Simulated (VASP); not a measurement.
Runs of VASP 6.6.1 on La. The structure is that of space group Pm-3m (No. 221), or close to it. The cells are those of the table. 

| cell | k mesh | gap on the mesh (eV) | pressure (GPa) |
| --- | --- | --- | --- |
| a = 3.340 Å, 1 atom | 11 × 11 × 11 | none | 1.0 |
| a = 3.245 Å, 1 atom | 11 × 11 × 11 | none | 3.4 |
| a = 3.293 Å, 1 atom | 11 × 11 × 11 | none | (b) |
| a = 3.386 Å, 1 atom | 11 × 11 × 11 | none | (a) |
| a = 3.386 Å, 1 atom | 9 × 9 × 9 | none | 0.0 |

Alike in all rows: task single point; level RPBE; potentials or basis VASP PAW PBE potentials, release 64 (La); no spin polarisation; cutoff (eV) 520; smearing fermi-dirac 0.1 eV.

Estimate the missing entries.

(a) 0.1; (b) 2.1.

Caveats: the PAW data sets were made with another functional, which shifts forces and pressure a little; spin-orbit coupling is left out, which moves the levels of the heavy elements.

A k mesh can miss the band edges, and the runs leave out spin-orbit coupling on La.

A gap of «none» marks levels without a gap at the run's occupations.
